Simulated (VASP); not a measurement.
# GaP (F-43m) in VASP: notebook

The runs below take GaP through single point, relaxation of cell and atoms, with LDA.

Everything below comes from runs of VASP 6.6.1. Logs are shortened: lines on timing, memory, paths and dates and some standing lists are left out, and cuts for length are marked.

**Experimental background.**

“Stacking defects in GaP nanowires: Electronic structure and optical properties”, 2018, arxiv:1810.01194 quotes, for a bulk crystal of GaP at 10 K: band gap 2.34 eV (indirect).

How close the calculation comes is told below.

**1. The cell of the first run**

Symmetry: F-43m, No. 216, cubic system. The conventional cell has a = 5.451 Å, b = 5.451 Å, c = 5.451 Å, α = 90.00°, β = 90.00°, γ = 90.00°. Within 3.1 Å of Ga (site symmetry -43m) lie 4 P at 2.36 Å. P (site symmetry -43m) has 4 Ga at 2.36 Å within 3.1 Å.

**2. Single point, LDA**

The input, INCAR:

```
SYSTEM = GaP
PREC = Accurate
ENCUT = 520
EDIFF = 1E-6
ISMEAR = 0
SIGMA = 0.01
LREAL = .FALSE.
LASPH = .TRUE.
NELM = 60
ALGO = Normal
ISIF = 2
LWAVE = .FALSE.
LCHARG = .FALSE.
NBANDS = 16
```

The input, KPOINTS:

```
Automatic mesh
0
G
  8 8 8
  0 0 0
```

The input, POSCAR:

```
GaP
1.0
    0.0000000000      2.7254101929      2.7254101929
    2.7254101929      0.0000000000      2.7254101929
    2.7254101929      2.7254101929      0.0000000000
Ga P
1 1
Direct
    0.0000000000      0.0000000000      0.0000000000
    0.2500000000      0.2500000000      0.2500000000
```

Potentials or basis: VASP PAW LDA potentials, release 64 (Ga_d, P).

The run is started by

```
$ cat potpaw_LDA.64/Ga_d/POTCAR potpaw_LDA.64/P/POTCAR > POTCAR
$ mpirun -np 1 vasp_std > vasp.out
```

OUTCAR:

```text
SYSTEM = GaP
   PREC = Accurate
   ENCUT = 520
   EDIFF = 1E-6
   ISMEAR = 0
   LREAL = .FALSE.
   LASPH = .TRUE.
   NELM = 60
   ISIF = 2

 ion  position               nearest neighbor table
   1  0.000  0.000  0.000-   2 2.36   2 2.36   2 2.36   2 2.36
   2  0.250  0.250  0.250-   1 2.36   1 2.36   1 2.36   1 2.36

  LATTYP: Found a face centered cubic cell.
 ALAT       =     5.4508203858

  Lattice vectors:

 A1 = (   0.0000000000,   2.7254101929,   2.7254101929)
 A2 = (   2.7254101929,   0.0000000000,   2.7254101929)
 A3 = (   2.7254101929,   2.7254101929,   0.0000000000)

Analysis of symmetry for initial positions (statically):
=====================================================================
 Subroutine PRICEL returns:
 Original cell was already a primitive cell.

 Routine SETGRP: Setting up the symmetry group for a
 face centered cubic supercell.

 Subroutine GETGRP returns: Found 24 space group operations
 (whereof 24 operations were pure point group operations)
 out of a pool of 48 trial point group operations.

The static configuration has the point symmetry T_d .

Analysis of symmetry for dynamics (positions and initial velocities):
=====================================================================
 Subroutine PRICEL returns:
 Original cell was already a primitive cell.

 Routine SETGRP: Setting up the symmetry group for a
 face centered cubic supercell.

 Subroutine GETGRP returns: Found 24 space group operations
 (whereof 24 operations were pure point group operations)
 out of a pool of 48 trial point group operations.

The dynamic configuration has the point symmetry T_d .

 Subroutine INISYM returns: Found 24 space group operations
 (whereof 24 operations are pure point group operations),
 and found     1 'primitive' translations

----------------------------------------------------------------------------------------

                                     Primitive cell

  volume of cell :      40.4879

  direct lattice vectors                    reciprocal lattice vectors
     0.000000000  2.725410193  2.725410193    -0.183458623  0.183458623  0.183458623
     2.725410193  0.000000000  2.725410193     0.183458623 -0.183458623  0.183458623
     2.725410193  2.725410193  0.000000000     0.183458623  0.183458623 -0.183458623

  length of vectors
     3.854312058  3.854312058  3.854312058     0.317759655  0.317759655  0.317759655

  position of ions in fractional coordinates (direct lattice)
     0.000000000  0.000000000  0.000000000
     0.250000000  0.250000000  0.250000000

  ion indices of the primitive-cell ions
   primitive index   ion index
                 1           1
                 2           2

----------------------------------------------------------------------------------------

 KPOINTS: Automatic mesh

Automatic generation of k-mesh.
 Grid dimensions read from file:
 generate k-points for:    8    8    8

 Generating k-lattice:

  Cartesian coordinates                     Fractional coordinates (reciprocal lattice)
    -0.022932328  0.022932328  0.022932328     0.125000000  0.000000000  0.000000000
     0.022932328 -0.022932328  0.022932328     0.000000000  0.125000000  0.000000000
     0.022932328  0.022932328 -0.022932328     0.000000000  0.000000000  0.125000000

  Length of vectors
     0.039719957  0.039719957  0.039719957

  Shift w.r.t. Gamma in fractional coordinates (k-lattice)
     0.000000000  0.000000000  0.000000000

 Subroutine IBZKPT returns following result:
 ===========================================

 Found     29 irreducible k-points:

 Following reciprocal coordinates:
            Coordinates               Weight
  0.000000  0.000000  0.000000      1.000000
  0.125000  0.000000  0.000000      8.000000
  0.250000  0.000000  0.000000      8.000000
  0.375000  0.000000  0.000000      8.000000
  0.500000  0.000000  0.000000      4.000000
  0.125000  0.125000  0.000000      6.000000
[... 16 lines left out ...]
  0.500000  0.250000  0.125000     48.000000
 -0.375000  0.250000  0.125000     24.000000
 [... further k-points ...]
   k-points           NKPTS =     29   k-points in BZ     NKDIM =     29   number of bands    NBANDS=     16
   number of dos      NEDOS =    301   number of ions     NIONS =      2
   total plane-waves  NPLWV =  27000
   dimension x,y,z NGX =    30 NGY =   30 NGZ =   30
   dimension x,y,z NGXF=    60 NGYF=   60 NGZF=   60
   ions per type =               1   1
   NGX,Y,Z   is equivalent  to a cutoff of  12.94, 12.94, 12.94 a.u.
   NGXF,Y,Z  is equivalent  to a cutoff of  25.88, 25.88, 25.88 a.u.
 SYSTEM =  GaP
   PREC   = accura    normal or accurate (medium, high low for compatibility)
   ISTART =      0    job   : 0-new  1-cont  2-samecut
   ICHARG =      2    charge: 1-file 2-atom 10-const
   ISPIN  =      1    spin polarized calculation?
   LNONCOLLINEAR =      F non collinear calculations
   LSORBIT =      F    spin-orbit coupling
   LASPH  =      T    aspherical Exc in radial PAW
   ENCUT  =  520.0 eV  38.22 Ry    6.18 a.u.   7.17  7.17  7.17*2*pi/ulx,y,z
   NELM   =     60;   NELMIN=  2; NELMDL= -5     # of ELM steps
   EDIFF  = 0.1E-05   stopping-criterion for ELM
   LREAL  =      F    real-space projection
   EDIFFG = 0.1E-04   stopping-criterion for IOM
   NSW    =      0    number of steps for IOM
   IBRION =     -1    ionic relax: 0-MD 1-quasi-New 2-CG
   NFREE  =      0    steps in history (QN), initial steepest desc. (CG)
   ISIF   =      2    stress and relaxation
   ISYM   =      2    0-nonsym 1-usesym 2-fastsym
   POTIM  = 0.5000    time-step for ionic-motion
   TEBEG  =    0.0;   TEEND  =   0.0 temperature during run
   PSTRESS=    0.0 pullay stress
   NELECT =      18.0000    total number of electrons
   NUPDOWN=      -1.0000    fix difference up-down
   EMIN   =  10.00;   EMAX   =-10.00  energy-range for DOS
   EFERMI =   0.00;   METHOD = LEGACY
   ISMEAR =     0;   SIGMA  =   0.01  broadening in eV -4-tet -1-fermi 0-gaus
   EFERMI_NEDOS =   21; number of points for ismear=-14 and -15
   IALGO  =     38    algorithm
   IMIX   =      4    mixing-type and parameters
     AMIX     =   0.40;   BMIX     =  1.00
     AMIX_MAG =   1.60;   BMIX_MAG =  1.00
  volume/ion in A,a.u.               =      20.24       136.61
  Fermi-wavevector in a.u.,A,eV,Ry     =   1.249464  2.361145 21.240880  1.561161
  Thomas-Fermi vector in A             =   2.383503
   LORBIT       =      0    0 simple, 1 ext, 2 COOP (PROOUT), +10 PAW based schemes
   GGA     = CA    functional components
   LHFCALC =     F    Hartree Fock is set to
   AEXX    =    0.0000 exact exchange contribution
   IVDW    =     0    specifies the selected vdW correction
   LEPSILON=     F    determine dielectric tensor
   LRPA    =     F    only Hartree local field effects (RPA)
 non-spin polarized calculation
 Gauss-broadening in eV      SIGMA  =   0.01
  energy-cutoff  :      520.00
  volume of cell :       40.49
 maximum number of plane-waves:      1106
 NGX is ok and might be reduce to    30
   NGX = 15   NGY = 15   NGZ = 15

 number of electron      17.9999989 magnetization

 Free energy of the ion-electron system (eV)
  ---------------------------------------------------
  ext. energy  EPLUGINS =         0.00000000
  ---------------------------------------------------
  free energy    TOTEN  =       -10.44012436 eV

  energy without entropy =      -10.44012436  energy(sigma->0) =      -10.44012436

 E-fermi :   4.5445     XC(G=0): -10.1634

 val. band max:        4.5031625058   @ k =   0.0000   0.0000   0.0000
 cond. band min:       5.9964042042   @ k =   0.3750   0.3750   0.0000
 fundamental gap:      1.4932416984
 Fermi energy:         4.5444938940

 k-point     1 :       0.0000    0.0000    0.0000
  band No.  band energies     occupation
      1     -10.2014      2.00000
      2     -10.2014      2.00000
      3     -10.2014      2.00000
      4     -10.1034      2.00000
      5     -10.1034      2.00000
      6      -8.0050      2.00000
[... 8 lines left out ...]
     15      14.3005      0.00000
     16      14.3005      0.00000

 k-point     2 :       0.1250    0.0000    0.0000
  band No.  band energies     occupation
      1     -10.2138      2.00000
      2     -10.1968      2.00000
      3     -10.1968      2.00000
      4     -10.1035      2.00000
      5     -10.1035      2.00000
      6      -7.8028      2.00000
[... 8 lines left out ...]
     15      13.6364      0.00000
     16      13.9158      0.00000

 k-point     3 :       0.2500    0.0000    0.0000
  band No.  band energies     occupation
      1     -10.2415      2.00000
      2     -10.1870      2.00000
      3     -10.1870      2.00000
      4     -10.1022      2.00000
      5     -10.1022      2.00000
      6      -7.2279      2.00000
[... 8 lines left out ...]
     15      13.4352      0.00000
     16      14.1713      0.00000

 k-point     4 :       0.3750    0.0000    0.0000
  band No.  band energies     occupation
      1     -10.2669      2.00000
      2     -10.1794      2.00000
      3     -10.1794      2.00000
      4     -10.0985      2.00000
      5     -10.0985      2.00000
      6      -6.4208      2.00000
[... 8 lines left out ...]
     15      14.6300      0.00000
     16      14.6300      0.00000
[... 324 lines left out ...]
 k-point    22 :       0.3750    0.2500    0.1250
  band No.  band energies     occupation
      1     -10.2635      2.00000
      2     -10.1753      2.00000
      3     -10.1713      2.00000
      4     -10.1141      2.00000
      5     -10.0945      2.00000
      6      -6.7372      2.00000
[... 8 lines left out ...]
     15      15.5541      0.00000
     16      16.6976      0.00000

 k-point    23 :       0.5000    0.2500    0.1250
  band No.  band energies     occupation
      1     -10.2777      2.00000
      2     -10.1719      2.00000
      3     -10.1623      2.00000
      4     -10.1121      2.00000
      5     -10.0946      2.00000
      6      -5.9745      2.00000
[... 8 lines left out ...]
     15      15.8849      0.00000
     16      17.2263      0.00000

 k-point    24 :      -0.3750    0.2500    0.1250
  band No.  band energies     occupation
      1     -10.2829      2.00000
      2     -10.1714      2.00000
      3     -10.1592      2.00000
      4     -10.1086      2.00000
      5     -10.0962      2.00000
      6      -5.5093      2.00000
[... 8 lines left out ...]
     15      16.3819      0.00000
     16      16.8947      0.00000

 [... further k-points ...]
[... 5 lines left out ...]
  --------------------------------------------------------------------------------------
  -------------------------------------------------------------------------------------
  Total       -0.6801916     -0.6801916     -0.6801916      0.0000000      0.0000000      0.0000000
  in kB      -26.9163537    -26.9163537    -26.9163537      0.0000000      0.0000000      0.0000000
  external PRESSURE =     -26.9163537 kB  Pullay stress =       0.0000000 kB

 VOLUME and BASIS-vectors are now :
 -----------------------------------------------------------------------------
  energy-cutoff  :      520.00
  volume of cell :       40.49
      direct lattice vectors                 reciprocal lattice vectors
     0.000000000  2.725410193  2.725410193    -0.183458623  0.183458623  0.183458623
     2.725410193  0.000000000  2.725410193     0.183458623 -0.183458623  0.183458623
     2.725410193  2.725410193  0.000000000     0.183458623  0.183458623 -0.183458623

 POSITION                                       TOTAL-FORCE (eV/Angst)
 -----------------------------------------------------------------------------------
      0.00000      0.00000      0.00000        -0.000000     -0.000000      0.000000
      1.36271      1.36271      1.36271         0.000000      0.000000     -0.000000
 -----------------------------------------------------------------------------------
    total drift:                                0.000000      0.000000      0.000000

  FREE ENERGIE OF THE ION-ELECTRON SYSTEM (eV)
  ---------------------------------------------------
  free  energy   TOTEN  =       -10.4401243552 eV

  energy  without entropy=      -10.4401243552  energy(sigma->0) =      -10.44012436
```

Run time: 23 s. Hardware: 1 thread of Intel Xeon 6975P-C, shared host; peak memory 0.15 GiB.

Results:

| Item | Value |
| --- | --- |
| Free energy | -10.4401 eV |
| Pressure | -2.7 GPa |
| Band gap on the k mesh | 1.49 eV, indirect (least direct gap 1.64 eV) |

**3. Relaxation of cell and atoms, LDA**

This run uses another cell than the first one, of 20.85 Å³/atom, 1.030 times its volume.

The input, INCAR:

```
SYSTEM = GaP
ALGO = Normal
EDIFF = 1E-6
EDIFFG = -0.005
ENCUT = 600
IBRION = 2
ISIF = 3
ISMEAR = -1
LASPH = .True.
LCHARG = .False.
LREAL = .False.
LWAVE = .False.
NELM = 60
NSW = 80
PREC = Accurate
SIGMA = 0.02
```

The input, KPOINTS:

```
k-points
0
Gamma
  8 8 8
  0 0 0
```

The input, POSCAR:

```
GaP
1.0
    0.0000000000      2.7525368039      2.7525368039
    2.7525368039      0.0000000000      2.7525368039
    2.7525368039      2.7525368039      0.0000000000
Ga P
1 1
Direct
    0.0000000000      0.0000000000      0.0000000000
    0.2500000000      0.2500000000      0.2500000000
```

Potentials or basis: VASP PAW LDA potentials, release 64 (Ga_d, P).

The run is started by

```
$ cat potpaw_LDA.64/Ga_d/POTCAR potpaw_LDA.64/P/POTCAR > POTCAR
$ mpirun -np 1 vasp_std > vasp.out
```

Run time: 65 s. Hardware: 1 thread of Intel Xeon 6975P-C, shared host; peak memory 0.17 GiB.

The run converged. Its results:

| Item | Value |
| --- | --- |
| Free energy | -10.4513 eV |
| Relaxed volume | 19.61 Å³/atom |
| Relaxed cell | a = 3.814 Å, b = 3.814 Å, c = 3.814 Å, α = 60.00°, β = 60.00°, γ = 60.00° |
| Space group after relaxing (to 0.05 Å) | F-43m (No. 216) |
| Energy gained by relaxing | 19.9 meV/atom |
| Ionic steps | 6 |
| Pressure after relaxing | 0.0 GPa |
| Band gap on the k mesh | 1.43 eV, indirect (least direct gap 1.90 eV) |

Step by step:
```tsv
step	energy change (eV)	largest force (eV/Å)	pressure (GPa)	volume (Å³)
1	0.0000	0.0000	-4.85	41.71
2	-0.0287	0.0000	3.05	38.01
3	-0.0398	0.0000	-0.13	39.22
4	-0.0398	0.0000	0.16	39.17
5	-0.0398	0.0000	-0.14	39.27
6	-0.0398	0.0000	0.01	39.22
```

Final structure:
```
CELL_PARAMETERS angstrom
0.00000 2.69657 2.69657
2.69657 0.00000 2.69657
2.69657 2.69657 0.00000
ATOMIC_POSITIONS crystal
Ga 0.00000 0.00000 0.00000
P 0.25000 0.25000 0.25000
```

Levels at points of the mesh, in eV from the valence-band top:
```tsv
k point	band 6	band 7	band 8	band 9	band 10	band 11	band 12	band 13
(0.00, 0.00, 0.00)	-12.75	0.00	0.00	0.00	1.90	3.78	3.78	3.78
(0.50, 0.00, 0.00)	-10.56	-6.89	-1.18	-1.18	1.61	4.62	4.62	8.11
(0.50, 0.50, 0.00)	-9.60	-6.99	-2.82	-2.82	1.43	1.65	10.69	10.69
```

**4. How close it comes**

Step 2. A measured gap of GaP is 2.34 eV (indirect; 10 K; quoted in “Stacking defects in GaP nanowires: Electronic structure and optical properties”, 2018, arxiv:1810.01194); the calculated 1.49 eV misses it by -0.85 eV. Spin-orbit coupling on Ga is left out. The value is that of LDA on a finite k mesh, which can miss the band edges, without temperature or zero-point motion. Semilocal functionals fall short of measured gaps as a rule.
